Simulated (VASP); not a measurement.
A run of VASP 6.6.1 is set up as follows.

File POSCAR:

```
Cu
1.0
    2.5694819827      0.0000000000      0.0000000000
   -1.2847409914      2.2252366716      0.0000000000
    0.0000000000      0.0000000000      4.1896022167
Cu
2
Direct
    0.3333333333      0.6666666667      0.7500000000
    0.6666666667      0.3333333333      0.2500000000
```

INCAR.step1

```
PREC = Accurate
ENCUT = 520
ISMEAR = 0
SIGMA = 0.05
LREAL = F
LASPH = T
NELM = 100
NBANDS = 18
GGA = PE
ALGO = Normal
EDIFF = 1E-4
LWAVE = T
LCHARG = F
```

INCAR.step2

```
PREC = Accurate
ENCUT = 520
EDIFF = 1E-6
ISMEAR = 0
SIGMA = 0.05
LREAL = F
LASPH = T
NELM = 100
ALGO = Normal
ISIF = 2
LWAVE = F
LCHARG = F
METAGGA = R2SCAN
LMIXTAU = T
NBANDS = 18
ISTART = 1
```

The input KPOINTS:

```
Automatic mesh
0
Gamma
  18 18 10
```

Potentials or basis: VASP PAW PBE potentials, release 64 (Cu).

Run with:

```bash
$ cat potpaw_PBE.64/Cu/POTCAR > POTCAR
$ cp INCAR.step1 INCAR
$ mpirun -np 1 vasp_std > vasp.out
$ cp INCAR.step2 INCAR
$ mpirun -np 1 vasp_std > vasp.out
```

**Question.** Estimate the pressure.

**Answer.** -5.7 GPa.

**Question.** Estimate the band gap on the k mesh.

**Answer.** Zero (bands 11 and 12 overlap by 6.21 eV).

Stress tensor (GPa, compression positive):
```
-5.78  0.00  0.00
 0.00 -5.78  0.00
 0.00  0.00 -5.66
```

Caveat: the cell stands under tension; the PAW data sets were made with another functional, which shifts forces and pressure a little.
